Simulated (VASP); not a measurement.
Here is a VASP 6.6.1 calculation.

File INCAR:

```
SYSTEM = CoO
PREC = Accurate
ENCUT = 520
EDIFF = 1E-6
ISMEAR = 0
SIGMA = 0.1
LREAL = .False.
LASPH = .True.
NELM = 150
ALGO = Normal
ISIF = 2
LWAVE = .False.
LCHARG = .False.
ISPIN = 2
MAGMOM = 2.73 2.73 2.73 0.35 0.35 0.35
LORBIT = 11
LMAXMIX = 4
GGA = PE
NBANDS = 36
```

File KPOINTS:

```
Automatic mesh
0
Gamma
  12 12 6
  0 0 0
```

Contents of POSCAR:

```
CoO
1.0
    3.0045058605      0.0000000000      0.0000000000
   -1.5022529302      2.6019784010      0.0000000000
    0.0000000000      0.0000000000      7.3554297731
Co O
3 3
Direct
    0.0000000000      0.0000000000      0.0000000000
    0.3333333333      0.6666666667      0.3333333333
    0.6666666667      0.3333333333      0.6666666667
    0.6666666667      0.3333333333      0.1666666667
    0.0000000000      0.0000000000      0.5000000000
    0.3333333333      0.6666666667      0.8333333333
```

Potentials or basis: VASP PAW PBE potentials, release 64 (Co, O).

The run is started by

```console
$ cat potpaw_PBE.64/Co/POTCAR potpaw_PBE.64/O/POTCAR > POTCAR
$ mpirun -np 1 vasp_std > vasp.out
```

Question: Predict the site moments.

Answer: Co +2.55; O +0.30 μB.

Question: Predict the net moment.

Answer: 8.69 μB per cell.
